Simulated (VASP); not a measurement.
# Si2Mo in VASP: a series of runs

The runs below take Si2Mo through single point, with PBEsol.

Everything below comes from runs of VASP 6.6.1. Logs are shortened: lines on timing, memory, paths and dates and some standing lists are left out, and cuts for length are marked.

## (1) The cell of the first run

Symmetry: Immm, No. 71, orthorhombic system. The conventional cell has a = 3.094 Å, b = 3.218 Å, c = 7.855 Å, α = 90.00°, β = 90.00°, γ = 90.00°. Si (site symmetry mm2) has 5 Mo at 2.58 to 2.63 Å and 9 Si at 2.59 to 3.22 Å within 3.4 Å. Mo (site symmetry mmm) has 10 Si at 2.58 to 2.63 Å and 4 Mo at 3.09 to 3.22 Å within 3.4 Å.

## (2) Single point, PBEsol (uniaxial strain along a: -3.0 %, then relaxed in part)

File INCAR:

```
  ALGO = Normal
  EDIFF = 1E-7
  ENCUT = 520
  GGA = PS
  ISIF = 2
  ISMEAR = 0
  LASPH = T
  LCHARG = T
  LELF = T
  LREAL = F
  LVHAR = T
  LWAVE = F
  NBANDS = 31
  NELM = 60
  PREC = Accurate
  SIGMA = 0.1
```

File KPOINTS:

```
k-points
0
Gamma
  12 12 6
```

File POSCAR:

```
Si2Mo
1.0
    3.0943680664      0.0000000000      0.0000000000
    0.0000000000      3.2176193429      0.0000000000
    0.0000000000      0.0000000000      7.8546132024
Si Mo
4 2
Direct
    0.0000000000      0.0000000000      0.3349767209
    0.5000000000      0.5000000000      0.1650232791
    0.5000000000      0.5000000000      0.8349767209
    0.0000000000      0.0000000000      0.6650232791
    0.0000000000      0.0000000000      0.0000000000
    0.5000000000      0.5000000000      0.5000000000
```

Potentials or basis: VASP PAW PBE potentials, release 64 (Si, Mo_sv).

Started as:

```
$ cat potpaw_PBE.64/Si/POTCAR potpaw_PBE.64/Mo_sv/POTCAR > POTCAR
$ mpirun -np 1 vasp_std > vasp.out
```

OUTCAR:

```text
EDIFF = 1E-7
   ENCUT = 520
   GGA = PS
   ISIF = 2
   ISMEAR = 0
   LASPH = T
   LREAL = F
   NELM = 60
   PREC = Accurate

 ion  position               nearest neighbor table
   1  0.000  0.000  0.335-   6 2.58   6 2.58   6 2.58   6 2.58   4 2.59   2 2.60   2 2.60   2 2.60
                             2 2.60   5 2.63
   2  0.500  0.500  0.165-   5 2.58   5 2.58   5 2.58   5 2.58   3 2.59   1 2.60   1 2.60   1 2.60
                             1 2.60   6 2.63
   3  0.500  0.500  0.835-   5 2.58   5 2.58   5 2.58   5 2.58   2 2.59   4 2.60   4 2.60   4 2.60
                             4 2.60   6 2.63
   4  0.000  0.000  0.665-   6 2.58   6 2.58   6 2.58   6 2.58   1 2.59   3 2.60   3 2.60   3 2.60
                             3 2.60   5 2.63
   5  0.000  0.000  0.000-   2 2.58   3 2.58   2 2.58   3 2.58   2 2.58   3 2.58   2 2.58   3 2.58
                             1 2.63   4 2.63
   6  0.500  0.500  0.500-   1 2.58   4 2.58   1 2.58   4 2.58   1 2.58   4 2.58   1 2.58   4 2.58
                             3 2.63   2 2.63

  LATTYP: Found a simple orthorhombic cell.
 ALAT       =     3.0943680664
 B/A-ratio  =     1.0398308391
 C/A-ratio  =     2.5383577628

  Lattice vectors:

 A1 = (   3.0943680664,   0.0000000000,   0.0000000000)
 A2 = (   0.0000000000,   3.2176193429,   0.0000000000)
 A3 = (   0.0000000000,   0.0000000000,   7.8546132024)

Analysis of symmetry for initial positions (statically):
=====================================================================
 Subroutine PRICEL returns following result:

  LATTYP: Found a body centered orthorhombic cell.
 ALAT       =     3.0943680664
 B/A-ratio  =     1.0398308391
 C/A-ratio  =     2.5383577628

  Lattice vectors:

 A1 = (  -1.5471840332,   1.6088096715,   3.9273066012)
 A2 = (   1.5471840332,  -1.6088096715,   3.9273066012)
 A3 = (   1.5471840332,   1.6088096714,  -3.9273066012)

   2 primitive cells build up your supercell.

 Routine SETGRP: Setting up the symmetry group for a
 simple orthorhombic supercell.

 Subroutine GETGRP returns: Found  8 space group operations
 (whereof  8 operations were pure point group operations)
 out of a pool of  8 trial point group operations.

The static configuration has the point symmetry D_2h.

Analysis of symmetry for dynamics (positions and initial velocities):
=====================================================================
 Subroutine PRICEL returns following result:

  LATTYP: Found a body centered orthorhombic cell.
 ALAT       =     3.0943680664
 B/A-ratio  =     1.0398308391
 C/A-ratio  =     2.5383577628

  Lattice vectors:

 A1 = (  -1.5471840332,   1.6088096715,   3.9273066012)
 A2 = (   1.5471840332,  -1.6088096715,   3.9273066012)
 A3 = (   1.5471840332,   1.6088096714,  -3.9273066012)

   2 primitive cells build up your supercell.

 Routine SETGRP: Setting up the symmetry group for a
 simple orthorhombic supercell.

 Subroutine GETGRP returns: Found  8 space group operations
 (whereof  8 operations were pure point group operations)
 out of a pool of  8 trial point group operations.

The dynamic configuration has the point symmetry D_2h.

 Subroutine INISYM returns: Found  8 space group operations
 (whereof  8 operations are pure point group operations),
 and found     2 'primitive' translations

----------------------------------------------------------------------------------------

                                     Primitive cell

  volume of cell :      39.1022

  direct lattice vectors                    reciprocal lattice vectors
    -1.547184033  1.608809671  3.927306601     0.000000000  0.310788783  0.127313717
     1.547184033 -1.608809671  3.927306601     0.323167761  0.000000000  0.127313717
     1.547184033  1.608809671 -3.927306601     0.323167761  0.310788783 -0.000000000

  length of vectors
     4.517276185  4.517276185  4.517276185     0.335854805  0.347341596  0.448360424

  position of ions in fractional coordinates (direct lattice)
     0.334976721  0.334976721  1.000000000
     0.665023279  0.665023279  1.000000000
     0.000000000  0.000000000  0.000000000

  ion indices of the primitive-cell ions
   primitive index   ion index
                 1           1
                 2           4
                 3           5

----------------------------------------------------------------------------------------

 KPOINTS: k-points

Automatic generation of k-mesh.
 Grid dimensions read from file:
 generate k-points for:   12   12    6

 Generating k-lattice:

  Cartesian coordinates                     Fractional coordinates (reciprocal lattice)
     0.026930647  0.000000000  0.000000000     0.083333333  0.000000000  0.000000000
     0.000000000  0.025899065  0.000000000     0.000000000  0.083333333  0.000000000
     0.000000000  0.000000000  0.021218953     0.000000000  0.000000000  0.166666667

  Length of vectors
     0.026930647  0.025899065  0.021218953

  Shift w.r.t. Gamma in fractional coordinates (k-lattice)
     0.000000000  0.000000000  0.000000000

 Subroutine IBZKPT returns following result:
 ===========================================

 Found    196 irreducible k-points:

 Following reciprocal coordinates:
            Coordinates               Weight
  0.000000  0.000000  0.000000      1.000000
  0.083333  0.000000  0.000000      2.000000
  0.166667  0.000000  0.000000      2.000000
  0.250000  0.000000  0.000000      2.000000
  0.333333  0.000000  0.000000      2.000000
  0.416667  0.000000  0.000000      2.000000
[... 16 lines left out ...]
  0.083333  0.250000  0.000000      4.000000
  0.166667  0.250000  0.000000      4.000000
 [... further k-points ...]
   k-points           NKPTS =    196   k-points in BZ     NKDIM =    196   number of bands    NBANDS=     31
   number of dos      NEDOS =    301   number of ions     NIONS =      6
   total plane-waves  NPLWV =  34560
   dimension x,y,z NGX =    24 NGY =   24 NGZ =   60
   dimension x,y,z NGXF=    48 NGYF=   48 NGZF=  120
   ions per type =               4   2
   NGX,Y,Z   is equivalent  to a cutoff of  12.89, 12.40, 12.70 a.u.
   NGXF,Y,Z  is equivalent  to a cutoff of  25.79, 24.80, 25.40 a.u.
 SYSTEM =  unknown system
   PREC   = accura    normal or accurate (medium, high low for compatibility)
   ISTART =      0    job   : 0-new  1-cont  2-samecut
   ICHARG =      2    charge: 1-file 2-atom 10-const
   ISPIN  =      1    spin polarized calculation?
   LNONCOLLINEAR =      F non collinear calculations
   LSORBIT =      F    spin-orbit coupling
   LASPH  =      T    aspherical Exc in radial PAW
   ENCUT  =  520.0 eV  38.22 Ry    6.18 a.u.   5.75  5.98 14.60*2*pi/ulx,y,z
   NELM   =     60;   NELMIN=  2; NELMDL= -5     # of ELM steps
   EDIFF  = 0.1E-06   stopping-criterion for ELM
   LREAL  =      F    real-space projection
   EDIFFG = 0.1E-05   stopping-criterion for IOM
   NSW    =      0    number of steps for IOM
   IBRION =     -1    ionic relax: 0-MD 1-quasi-New 2-CG
   NFREE  =      0    steps in history (QN), initial steepest desc. (CG)
   ISIF   =      2    stress and relaxation
   ISYM   =      2    0-nonsym 1-usesym 2-fastsym
   POTIM  = 0.5000    time-step for ionic-motion
   TEBEG  =    0.0;   TEEND  =   0.0 temperature during run
   PSTRESS=    0.0 pullay stress
   NELECT =      44.0000    total number of electrons
   NUPDOWN=      -1.0000    fix difference up-down
   EMIN   =  10.00;   EMAX   =-10.00  energy-range for DOS
   EFERMI =   0.00;   METHOD = LEGACY
   ISMEAR =     0;   SIGMA  =   0.10  broadening in eV -4-tet -1-fermi 0-gaus
   EFERMI_NEDOS =   21; number of points for ismear=-14 and -15
   IALGO  =     38    algorithm
   IMIX   =      4    mixing-type and parameters
     AMIX     =   0.40;   BMIX     =  1.00
     AMIX_MAG =   1.60;   BMIX_MAG =  1.00
  volume/ion in A,a.u.               =      13.03        87.96
  Fermi-wavevector in a.u.,A,eV,Ry     =   1.351497  2.553960 24.851660  1.826545
  Thomas-Fermi vector in A             =   2.478914
   LORBIT       =      0    0 simple, 1 ext, 2 COOP (PROOUT), +10 PAW based schemes
   GGA     = PS    functional components
   LHFCALC =     F    Hartree Fock is set to
   AEXX    =    0.0000 exact exchange contribution
   IVDW    =     0    specifies the selected vdW correction
   LEPSILON=     F    determine dielectric tensor
   LRPA    =     F    only Hartree local field effects (RPA)
 non-spin polarized calculation
 Gauss-broadening in eV      SIGMA  =   0.10
  energy-cutoff  :      520.00
  volume of cell :       78.20
 maximum number of plane-waves:      2144
 NGX is ok and might be reduce to    24
   NGX = 11   NGY = 11   NGZ = 29

 number of electron      44.0000001 magnetization

 Free energy of the ion-electron system (eV)
  ---------------------------------------------------
  ext. energy  EPLUGINS =         0.00000000
  ---------------------------------------------------
  free energy    TOTEN  =       -50.06894386 eV

  energy without entropy =      -50.06603826  energy(sigma->0) =      -50.06749106

 E-fermi :  12.6713     XC(G=0): -12.6479

 val. band max:       12.6529030645   @ k =   0.0833   0.0000   0.3333
 cond. band min:      12.6744596440   @ k =   0.1667   0.0000   0.0000
 fundamental gap:      0.0215565795
 Fermi energy:        12.6713192480

 k-point     1 :       0.0000    0.0000    0.0000
  band No.  band energies     occupation
      1     -47.9616      2.00000
      2     -47.9609      2.00000
      3     -22.2013      2.00000
      4     -22.1745      2.00000
      5     -22.1234      2.00000
      6     -22.1215      2.00000
[... 23 lines left out ...]
     30      17.1709      0.00000
     31      17.7990      0.00000

 k-point     2 :       0.0833    0.0000    0.0000
  band No.  band energies     occupation
      1     -47.9597      2.00000
      2     -47.9591      2.00000
      3     -22.1978      2.00000
      4     -22.1720      2.00000
      5     -22.1209      2.00000
      6     -22.1191      2.00000
[... 740 lines left out ...]
 k-point    24 :       0.1667    0.2500    0.0000
  band No.  band energies     occupation
      1     -47.9456      2.00000
      2     -47.9452      2.00000
      3     -22.2407      2.00000
      4     -22.2398      2.00000
      5     -22.1691      2.00000
      6     -22.1528      2.00000
[... 23 lines left out ...]
     30      17.8621      0.00000
     31      18.2217      0.00000

 [... further k-points ...]

------------------------ aborting loop because EDIFF is reached ----------------------------------------

  FORCE on cell =-STRESS in cart. coord.  units (eV):
  Direction    XX          YY          ZZ          XY          YZ          ZX
  --------------------------------------------------------------------------------------
  -------------------------------------------------------------------------------------
  Total        5.8464098      0.2021943      0.1999764      0.0000000      0.0000000      0.0000000
  in kB      119.7756127      4.1423623      4.0969239      0.0000000      0.0000000      0.0000000
  external PRESSURE =      42.6716330 kB  Pullay stress =       0.0000000 kB

 VOLUME and BASIS-vectors are now :
 -----------------------------------------------------------------------------
  energy-cutoff  :      520.00
  volume of cell :       78.20
      direct lattice vectors                 reciprocal lattice vectors
     3.094368066  0.000000000  0.000000000     0.323167761  0.000000000  0.000000000
     0.000000000  3.217619343  0.000000000     0.000000000  0.310788783  0.000000000
     0.000000000  0.000000000  7.854613202     0.000000000  0.000000000  0.127313717

 POSITION                                       TOTAL-FORCE (eV/Angst)
 -----------------------------------------------------------------------------------
      0.00000      0.00000      2.63111        -0.000000     -0.000000     -0.011186
      1.54718      1.60881      1.29619        -0.000000      0.000000      0.011186
      1.54718      1.60881      6.55842        -0.000000      0.000000     -0.011186
      0.00000      0.00000      5.22350        -0.000000     -0.000000      0.011186
      0.00000      0.00000      0.00000        -0.000000      0.000000      0.000000
      1.54718      1.60881      3.92731         0.000000     -0.000000      0.000000
 -----------------------------------------------------------------------------------
    total drift:                                0.000000      0.000000     -0.000000

  FREE ENERGIE OF THE ION-ELECTRON SYSTEM (eV)
  ---------------------------------------------------
  free  energy   TOTEN  =       -50.0689438582 eV

  energy  without entropy=      -50.0660382585  energy(sigma->0) =      -50.06749106
```

Wall time 17 min (1 thread of AMD EPYC 7R13, shared host); peak memory 0.42 GiB.

Results:

```
Free energy            : -50.0689 eV
Pressure               : 4.3 GPa
Largest force          : 0.011 eV/Å
Band gap on the k mesh : zero (band 22 reaches 13.20 eV, above the bottom of band 23 at 12.35 eV)
```

Forces on the atoms (eV/Å):
```
Si   0.000  0.000 -0.011
Si   0.000  0.000  0.011
Si   0.000  0.000 -0.011
Si   0.000  0.000  0.011
Mo   0.000  0.000  0.000
Mo   0.000  0.000  0.000
```

Levels at points of the mesh, in eV from the Fermi level:
```
           k point  band 18  band 19  band 20  band 21  band 22  band 23  band 24  band 25  band 26  band 27
(0.00, 0.00, 0.00)    -2.29    -0.91    -0.88    -0.41     0.07     0.43     0.56     2.72     3.31     3.69
(0.50, 0.00, 0.00)    -2.87    -2.63    -2.63    -0.93    -0.93     1.94     1.94     3.50     3.50     3.63
(0.00, 0.50, 0.00)    -2.72    -2.29    -2.29    -0.51    -0.51     1.70     1.70     2.97     2.97     3.91
(0.50, 0.50, 0.00)    -4.58    -3.33    -3.33    -1.24    -1.24     2.31     2.31     2.90     2.90     3.05
(0.00, 0.00, 0.50)    -2.39    -1.74    -1.74     0.50     0.50     1.41     1.41     2.01     2.01     2.11
(0.50, 0.00, 0.50)    -2.92    -2.73    -2.73    -0.74    -0.74     2.66     2.66     2.86     2.86     4.00
(0.00, 0.50, 0.50)    -2.82    -2.34    -2.34    -0.35    -0.35     2.02     2.02     3.57     3.57     4.08
(0.50, 0.50, 0.50)    -2.83    -2.34    -2.34    -2.11    -2.11     0.24     0.24     2.37     2.37     3.91
```

Caveat: the cell differs from its parent crystal (uniaxial strain along a: -3.0 %, then relaxed in part); the PAW data sets were made with another functional, which shifts forces and pressure a little.

## (3) Single point, PBEsol (uniaxial strain along a: -3.0 %)

File INCAR:

```
PREC = Accurate
ENCUT = 520
EDIFF = 1E-6
ISMEAR = 0
SIGMA = 0.1
LREAL = False
LASPH = True
NELM = 80
ALGO = Normal
ISIF = 2
LWAVE = False
LCHARG = False
GGA = PS
NBANDS = 31
```

File KPOINTS:

```
regular mesh
0
Gamma
  12 12 6
```

File POSCAR:

```
Si2Mo
1.0
    3.0943680664      0.0000000000      0.0000000000
    0.0000000000      3.2139956979      0.0000000000
    0.0000000000      0.0000000000      7.8800443939
Si Mo
4 2
Direct
    0.0000000000      0.0000000000      0.3350355322
    0.5000000000      0.5000000000      0.1649644678
    0.5000000000      0.5000000000      0.8350355322
    0.0000000000      0.0000000000      0.6649644678
    0.0000000000      0.0000000000      0.0000000000
    0.5000000000      0.5000000000      0.5000000000
```

Potentials or basis: VASP PAW PBE potentials, release 64 (Si, Mo_sv).

Started as:

```
$ cat potpaw_PBE.64/Si/POTCAR potpaw_PBE.64/Mo_sv/POTCAR > POTCAR
$ mpirun -np 1 vasp_std > vasp.out
```

OUTCAR:

```text
PREC = Accurate
   ENCUT = 520
   EDIFF = 1E-6
   ISMEAR = 0
   LREAL = False
   LASPH = True
   NELM = 80
   ISIF = 2
   GGA = PS

 ion  position               nearest neighbor table
   1  0.000  0.000  0.335-   6 2.58   6 2.58   6 2.58   6 2.58   4 2.60   2 2.60   2 2.60   2 2.60
                             2 2.60   5 2.64
   2  0.500  0.500  0.165-   5 2.58   5 2.58   5 2.58   5 2.58   3 2.60   1 2.60   1 2.60   1 2.60
                             1 2.60   6 2.64
   3  0.500  0.500  0.835-   5 2.58   5 2.58   5 2.58   5 2.58   2 2.60   4 2.60   4 2.60   4 2.60
                             4 2.60   6 2.64
   4  0.000  0.000  0.665-   6 2.58   6 2.58   6 2.58   6 2.58   1 2.60   3 2.60   3 2.60   3 2.60
[... 1049 lines left out ...]
  Total        5.7567304      0.2834039     -0.5530067      0.0000000      0.0000000      0.0000000
  in kB      117.6902663      5.7938941    -11.3056376      0.0000000      0.0000000      0.0000000
  external PRESSURE =      37.3928409 kB  Pullay stress =       0.0000000 kB

 VOLUME and BASIS-vectors are now :
 -----------------------------------------------------------------------------
  energy-cutoff  :      520.00
  volume of cell :       78.37
      direct lattice vectors                 reciprocal lattice vectors
     3.094368066  0.000000000  0.000000000     0.323167761  0.000000000  0.000000000
     0.000000000  3.213995698  0.000000000     0.000000000  0.311139184  0.000000000
     0.000000000  0.000000000  7.880044394     0.000000000  0.000000000  0.126902838

 POSITION                                       TOTAL-FORCE (eV/Angst)
 -----------------------------------------------------------------------------------
      0.00000      0.00000      2.64009         0.000000      0.000000     -0.011125
      1.54718      1.60700      1.29993        -0.000000      0.000000      0.011125
      1.54718      1.60700      6.58012        -0.000000     -0.000000     -0.011125
      0.00000      0.00000      5.23995         0.000000      0.000000      0.011125
      0.00000      0.00000      0.00000         0.000000      0.000000      0.000000
      1.54718      1.60700      3.94002         0.000000     -0.000000      0.000000
 -----------------------------------------------------------------------------------
    total drift:                                0.000000      0.000000     -0.000000

  FREE ENERGIE OF THE ION-ELECTRON SYSTEM (eV)
  ---------------------------------------------------
  free  energy   TOTEN  =       -50.0680990893 eV

  energy  without entropy=      -50.0651222600  energy(sigma->0) =      -50.06661067
```

stdout:

```text
POSCAR found type information on POSCAR SiMo
 POSCAR found :  2 types and       6 ions
 scaLAPACK will be used
 -----------------------------------------------------------------------------
|                                                                             |
|                                                                             |
|     You enforced a specific xc type in the INCAR file but a different       |
|     I HOPE YOU KNOW WHAT YOU ARE DOING!                                     |
|                                                                             |
 -----------------------------------------------------------------------------

 LDA part: xc-table for (Slater+PW92), standard interpolation
 POSCAR, INCAR and KPOINTS ok, starting setup
 FFT: planning ... GRIDC
 FFT: planning ... GRID_SOFT
 FFT: planning ... GRID
 WAVECAR not read
 entering main loop
```

Run time: 14 min. Hardware: 1 thread of AMD EPYC 7R13, shared host; peak memory 0.42 GiB.

What came out:

```
Free energy            : -50.0681 eV
Pressure               : 3.7 GPa
Largest force          : 0.011 eV/Å
Band gap on the k mesh : zero (band 22 reaches 13.19 eV, above the bottom of band 23 at 12.33 eV)
```

Forces on the atoms (eV/Å):
```
Si   0.000  0.000 -0.011
Si   0.000  0.000  0.011
Si   0.000  0.000 -0.011
Si   0.000  0.000  0.011
Mo   0.000  0.000  0.000
Mo   0.000  0.000  0.000
```

Caveat: the cell differs from its parent crystal (uniaxial strain along a: -3.0 %); the PAW data sets were made with another functional, which shifts forces and pressure a little.

(Part 1 of 2 ends here.)
